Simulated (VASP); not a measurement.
# Cd (P6_3/mmc) in VASP: a series of runs, part 2 of 3

VASP 6.6.1. The steps go on from the part before.

## Step 3: Electric field gradients, PBE (volume scaled by 0.98)

Contents of INCAR:

```
PREC = Accurate ; ENCUT = 520
EDIFF = 1E-8 ; ISMEAR = -1
SIGMA = 0.05 ; LREAL = F
LASPH = T ; NELM = 100
ALGO = Normal ; ISIF = 2
LWAVE = F ; LCHARG = F
GGA = PE ; LEFG = T
NBANDS = 19
```

Contents of KPOINTS:

```
regular mesh
0
Gamma
  14 14 7
```

Contents of POSCAR:

```
Cd
1.0
    2.9588794728      0.0000000000      0.0000000000
   -1.4794397363      2.5624647901      0.0000000000
    0.0000000000      0.0000000000      5.5799465150
Cd
2
Direct
    0.3333333333      0.6666666667      0.2500000000
    0.6666666667      0.3333333333      0.7500000000
```

Potentials or basis: VASP PAW PBE potentials, release 64 (Cd).

On the command line:

```bash
> cat potpaw_PBE.64/Cd/POTCAR > POTCAR
> mpirun -np 1 vasp_std > vasp.out
```

OUTCAR:

```text
PREC = Accurate
   ENCUT = 520
   EDIFF = 1E-8
   ISMEAR = -1
   LREAL = F
   LASPH = T
   NELM = 100
   ISIF = 2
   GGA = PE

 ion  position               nearest neighbor table
   1  0.333  0.667  0.250-   2 3.27   2 3.27   2 3.27   2 3.27   2 3.27   2 3.27
   2  0.667  0.333  0.750-   1 3.27   1 3.27   1 3.27   1 3.27   1 3.27   1 3.27

  LATTYP: Found a hexagonal cell.
 ALAT       =     2.9588794728
 C/A-ratio  =     1.8858309594

  Lattice vectors:

 A1 = (   2.9588794728,   0.0000000000,   0.0000000000)
 A2 = (  -1.4794397363,   2.5624647901,   0.0000000000)
 A3 = (   0.0000000000,   0.0000000000,   5.5799465150)

Analysis of symmetry for initial positions (statically):
=====================================================================
 Subroutine PRICEL returns:
 Original cell was already a primitive cell.

 Routine SETGRP: Setting up the symmetry group for a
 hexagonal supercell.

 Subroutine GETGRP returns: Found 24 space group operations
 (whereof 12 operations were pure point group operations)
 out of a pool of 24 trial point group operations.

The static configuration has the point symmetry D_3d.
 The point group associated with its full space group is D_6h.

Analysis of symmetry for dynamics (positions and initial velocities):
=====================================================================
 Subroutine PRICEL returns:
 Original cell was already a primitive cell.

 Routine SETGRP: Setting up the symmetry group for a
 hexagonal supercell.

 Subroutine GETGRP returns: Found 24 space group operations
 (whereof 12 operations were pure point group operations)
 out of a pool of 24 trial point group operations.
[... 158 lines left out ...]
  band No.  band energies     occupation
      1      -6.8569      2.00000
      2      -6.5791      2.00000
      3      -6.1898      2.00000
      4      -6.1898      2.00000
      5      -6.1362      2.00000
      6      -6.1362      2.00000
[... 505 lines left out ...]
      6      -5.9646      2.00000
[... 11 lines left out ...]
     18       9.2364      0.00000
     19      11.1886      0.00000

 [... further k-points ...]

------------------------ aborting loop because EDIFF is reached ----------------------------------------

  FORCE on cell =-STRESS in cart. coord.  units (eV):
  Direction    XX          YY          ZZ          XY          YZ          ZX
  --------------------------------------------------------------------------------------
  -------------------------------------------------------------------------------------
  Total        1.4394437      1.4394437      0.8450422      0.0000000     -0.0000000      0.0000000
  in kB       54.5117388     54.5117388     32.0017519      0.0000000     -0.0000000      0.0000000
  external PRESSURE =      47.0084099 kB  Pullay stress =       0.0000000 kB

 VOLUME and BASIS-vectors are now :
 -----------------------------------------------------------------------------
  energy-cutoff  :      520.00
  volume of cell :       42.31
      direct lattice vectors                 reciprocal lattice vectors
     2.958879473  0.000000000  0.000000000     0.337965777  0.195124632  0.000000000
    -1.479439736  2.562464790  0.000000000     0.000000000  0.390249265  0.000000000
     0.000000000  0.000000000  5.579946515     0.000000000  0.000000000  0.179213187

 POSITION                                       TOTAL-FORCE (eV/Angst)
 -----------------------------------------------------------------------------------
     -0.00000      1.70831      1.39499        -0.000000      0.000000      0.000000
      1.47944      0.85415      4.18496         0.000000     -0.000000      0.000000
 -----------------------------------------------------------------------------------
    total drift:                                0.000000     -0.000000      0.000000

  FREE ENERGIE OF THE ION-ELECTRON SYSTEM (eV)
  ---------------------------------------------------
  free  energy   TOTEN  =        -1.4388399331 eV

  energy  without entropy=       -1.4327255813  energy(sigma->0) =       -1.43578276

 Electric field gradients (V/A^2)
---------------------------------------------------------------------
 ion       V_xx      V_yy      V_zz      V_xy      V_xz      V_yz
---------------------------------------------------------------------
   1     -42.379   -42.377    84.756     0.001     0.000    -0.000
   2     -42.379   -42.377    84.756     0.001    -0.000     0.000
---------------------------------------------------------------------

 Electric field gradients after diagonalization (V/A^2)
 (convention: |V_zz| > |V_xx| > |V_yy|)
----------------------------------------------------------------------
 ion       V_xx      V_yy      V_zz     asymmetry (V_yy - V_xx)/ V_zz
----------------------------------------------------------------------
   1     -42.379   -42.376    84.756       0.000
   2     -42.379   -42.376    84.756       0.000
----------------------------------------------------------------------

           NMR quadrupolar parameters

 Cq : quadrupolar parameter    Cq=e*Q*V_zz/h
 eta: asymmetry parameters     (V_yy - V_xx)/ V_zz
 Q  : nuclear electric quadrupole moment in mb (millibarn)
----------------------------------------------------------------------
 ion       Cq(MHz)       eta       Q (mb)
----------------------------------------------------------------------
   1       0.205       0.000       1.000
   2       0.205       0.000       1.000
----------------------------------------------------------------------
```

stdout:

```text
POSCAR found type information on POSCAR Cd
 POSCAR found :  1 types and       2 ions
 scaLAPACK will be used
 LDA part: xc-table for (Slater+PW92), standard interpolation
 POSCAR, INCAR and KPOINTS ok, starting setup
 FFT: planning ... GRIDC
 FFT: planning ... GRID_SOFT
 FFT: planning ... GRID
 WAVECAR not read
 entering main loop
ion   1

ion   2
```

Wall time 21 s (1 thread of Intel Xeon 6975P-C (Granite Rapids), shared host); peak memory 0.2 GiB.

Results:

| Quantity | Value |
| --- | --- |
| Free energy | -1.4388 eV |
| Pressure | 4.7 GPa |
| Band gap on the k mesh | zero (band 12 reaches 4.45 eV, above the bottom of band 13 at 0.11 eV) |

Stress tensor (GPa, compression positive):
```
5.45 0.00 0.00
0.00 5.45 0.00
0.00 0.00 3.20
```

Levels at points of the mesh, in eV from the Fermi level:
```csv
k point,band 9,band 10,band 11,band 12,band 13,band 14,band 15,band 16
"(0.00, 0.00, 0.00)",-8.80,-8.54,-8.54,-3.17,-3.05,10.66,14.52,15.06
"(0.50, 0.00, 0.00)",-8.26,-8.24,-2.43,-1.88,2.00,3.02,3.27,5.28
```

Electric field gradients, principal values (V/Å²):
| atom | least | middle | greatest (by size) |
| --- | --- | --- | --- |
| 1 Cd | -42.376 | -42.379 | 84.756 |
| 2 Cd | -42.376 | -42.379 | 84.756 |

Caveat: without QUAD_EFG the Cq values of the log hold for a quadrupole moment of 1 mb, not for the nuclei.

## Step 4: Electric field gradients, PBE (volume scaled by 0.98)

Contents of INCAR:

```
SYSTEM = Cd
  PREC = Accurate
  ENCUT = 520
  EDIFF = 1E-8
  ISMEAR = -1
  SIGMA = 0.05
  LREAL = .FALSE.
  LASPH = .TRUE.
  NELM = 80
  ALGO = Normal
  ISIF = 2
  LWAVE = .FALSE.
  LCHARG = .FALSE.
  GGA = PE
  LEFG = .TRUE.
  NBANDS = 19
```

Contents of KPOINTS:

```
Automatic mesh
0
G
  14 14 7
  0 0 0
```

POSCAR is that of step 3.

Potentials or basis: VASP PAW PBE potentials, release 64 (Cd).

On the command line:

```bash
> cat potpaw_PBE.64/Cd/POTCAR > POTCAR
> mpirun -np 1 vasp_std > vasp.out
```

OUTCAR:

```text
SYSTEM = Cd
   PREC = Accurate
   ENCUT = 520
   EDIFF = 1E-8
   ISMEAR = -1
   LREAL = .FALSE.
   LASPH = .TRUE.
   NELM = 80
   ISIF = 2
   GGA = PE

 ion  position               nearest neighbor table
   1  0.333  0.667  0.250-   2 3.27   2 3.27   2 3.27   2 3.27   2 3.27   2 3.27
   2  0.667  0.333  0.750-   1 3.27   1 3.27   1 3.27   1 3.27   1 3.27   1 3.27

  LATTYP: Found a hexagonal cell.
 ALAT       =     2.9588794728
 C/A-ratio  =     1.8858309594

  Lattice vectors:

 A1 = (   2.9588794728,   0.0000000000,   0.0000000000)
 A2 = (  -1.4794397363,   2.5624647901,   0.0000000000)
 A3 = (   0.0000000000,   0.0000000000,   5.5799465150)

Analysis of symmetry for initial positions (statically):
=====================================================================
 Subroutine PRICEL returns:
 Original cell was already a primitive cell.

 Routine SETGRP: Setting up the symmetry group for a
 hexagonal supercell.
[... 719 lines left out ...]
  volume of cell :       42.31
      direct lattice vectors                 reciprocal lattice vectors
     2.958879473  0.000000000  0.000000000     0.337965777  0.195124632  0.000000000
    -1.479439736  2.562464790  0.000000000     0.000000000  0.390249265  0.000000000
     0.000000000  0.000000000  5.579946515     0.000000000  0.000000000  0.179213187

 POSITION                                       TOTAL-FORCE (eV/Angst)
 -----------------------------------------------------------------------------------
     -0.00000      1.70831      1.39499        -0.000000      0.000000      0.000000
      1.47944      0.85415      4.18496         0.000000     -0.000000      0.000000
 -----------------------------------------------------------------------------------
    total drift:                                0.000000     -0.000000      0.000000

  FREE ENERGIE OF THE ION-ELECTRON SYSTEM (eV)
  ---------------------------------------------------
  free  energy   TOTEN  =        -1.4388399331 eV

  energy  without entropy=       -1.4327255813  energy(sigma->0) =       -1.43578276

 Electric field gradients (V/A^2)
---------------------------------------------------------------------
 ion       V_xx      V_yy      V_zz      V_xy      V_xz      V_yz
---------------------------------------------------------------------
   1     -42.379   -42.377    84.756     0.001     0.000    -0.000
   2     -42.379   -42.377    84.756     0.001    -0.000     0.000
---------------------------------------------------------------------

 Electric field gradients after diagonalization (V/A^2)
 (convention: |V_zz| > |V_xx| > |V_yy|)
----------------------------------------------------------------------
 ion       V_xx      V_yy      V_zz     asymmetry (V_yy - V_xx)/ V_zz
----------------------------------------------------------------------
   1     -42.379   -42.376    84.756       0.000
   2     -42.379   -42.376    84.756       0.000
----------------------------------------------------------------------

           NMR quadrupolar parameters

 Cq : quadrupolar parameter    Cq=e*Q*V_zz/h
 eta: asymmetry parameters     (V_yy - V_xx)/ V_zz
 Q  : nuclear electric quadrupole moment in mb (millibarn)
----------------------------------------------------------------------
 ion       Cq(MHz)       eta       Q (mb)
----------------------------------------------------------------------
   1       0.205       0.000       1.000
   2       0.205       0.000       1.000
----------------------------------------------------------------------
```

OSZICAR:

```text
N       E                     dE             d eps       ncg     rms          rms(c)
DAV:   1     0.176874371922E+03    0.17687E+03   -0.13192E+04  3648   0.128E+03
DAV:   2     0.252793325154E+01   -0.17435E+03   -0.16810E+03  3774   0.335E+02
DAV:   3    -0.153989454773E+01   -0.40678E+01   -0.40590E+01  4169   0.585E+01
DAV:   4    -0.154710592613E+01   -0.72114E-02   -0.72109E-02  4049   0.232E+00
DAV:   5    -0.154712803391E+01   -0.22108E-04   -0.22108E-04  3986   0.126E-01    0.478E+00
DAV:   6    -0.144399542557E+01    0.10313E+00   -0.24843E-01  4002   0.609E+00    0.376E+00
DAV:   7    -0.143862752414E+01    0.53679E-02   -0.29684E-02  4051   0.167E+00    0.169E+00
DAV:   8    -0.143876253876E+01   -0.13501E-03   -0.37407E-03  3906   0.754E-01    0.937E-02
DAV:   9    -0.143879746753E+01   -0.34929E-04   -0.19179E-05  4223   0.471E-02    0.407E-02
DAV:  10    -0.143884018716E+01   -0.42720E-04   -0.35651E-05  3908   0.564E-02    0.413E-03
DAV:  11    -0.143884012074E+01    0.66415E-07   -0.67354E-08  4067   0.266E-03    0.173E-03
DAV:  12    -0.143883990828E+01    0.21246E-06   -0.16378E-08  3259   0.108E-03    0.455E-04
DAV:  13    -0.143883992423E+01   -0.15952E-07   -0.37306E-10  2136   0.210E-04    0.107E-04
DAV:  14    -0.143883993310E+01   -0.88667E-08   -0.70319E-11  2025   0.789E-05
   1 F= -.14388399E+01 E0= -.14357828E+01  d E =-.611435E-02
```

Wall time 21 s (1 thread of Intel Xeon 6975P-C (Granite Rapids), shared host); peak memory 0.2 GiB.

Results:

- Free energy: -1.4388 eV
- Pressure: 4.7 GPa
- Band gap on the k mesh: zero (band 12 reaches 4.45 eV, above the bottom of band 13 at 0.11 eV)

Levels at points of the mesh, in eV from the Fermi level:
| k point | band 9 | band 10 | band 11 | band 12 | band 13 | band 14 | band 15 | band 16 |
| --- | --- | --- | --- | --- | --- | --- | --- | --- |
| (0.00, 0.00, 0.00) | -8.80 | -8.54 | -8.54 | -3.17 | -3.05 | 10.66 | 14.52 | 15.06 |
| (0.50, 0.00, 0.00) | -8.26 | -8.24 | -2.43 | -1.88 | 2.00 | 3.02 | 3.27 | 5.28 |

Electric field gradients, principal values (V/Å²):
| atom | least | middle | greatest (by size) |
| --- | --- | --- | --- |
| 1 Cd | -42.376 | -42.379 | 84.756 |
| 2 Cd | -42.376 | -42.379 | 84.756 |

Caveat: without QUAD_EFG the Cq values of the log hold for a quadrupole moment of 1 mb, not for the nuclei.

[end of part 2 of 3]
